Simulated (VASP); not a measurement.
Input of a VASP 6.6.1 run:

File INCAR:

```
SYSTEM = C
PREC = Accurate
ENCUT = 520
EDIFF = 1E-6
ISMEAR = 0
SIGMA = 0.05
LREAL = .FALSE.
LASPH = .TRUE.
NELM = 100
ALGO = Normal
ISIF = 2
LWAVE = .FALSE.
LCHARG = .FALSE.
LDIPOL = .TRUE.
IDIPOL = 3
DIPOL = 0.5 0.5 0.500
GGA = PE
IVDW = 12
IBRION = 2
NSW = 70
EDIFFG = -0.03
```

File KPOINTS:

```
regular mesh
0
G
  12 12 1
  0 0 0
```

Contents of POSCAR:

```
C
1.0
    2.5152111456      0.0000000000      0.0000000000
   -1.2576055728      2.1782367480      0.0000000000
    0.0000000000      0.0000000000     18.6207379266
C
6
Selective dynamics
Direct
    0.3333333333      0.6666666667      0.3759249514  F F F
    0.0000000000      0.0000000000      0.4034971844  F F F
    0.0000000000      0.0000000000      0.4862138835  F F F
    0.6666666667      0.3333333333      0.5137861165  T T T
    0.6666666667      0.3333333333      0.5965028156  T T T
    0.3333333333      0.6666666667      0.6240750486  T T T
```

Potentials or basis: VASP PAW PBE potentials, release 64 (C).

The run is started by

```console
$ cat potpaw_PBE.64/C/POTCAR > POTCAR
$ mpirun -np 1 vasp_std > vasp.out
```

Q: What does it give for the dispersion energy per atom?

A: -0.138 eV.

Q: What does it give for the band gap on the k mesh?

A: 0.09 eV, indirect (least direct gap 0.15 eV).

Final structure:
```
C
1.0
     2.51521    0.00000    0.00000
    -1.25761    2.17824    0.00000
     0.00000    0.00000   18.62074
C
6
Cartesian
  0.0000 1.4522 7.0000
  0.0000 0.0000 7.5134
  0.0000 0.0000 9.0537
  1.2576 0.7261 9.3989
  1.2576 0.7261 12.4217
  0.0000 1.4522 12.4282
```
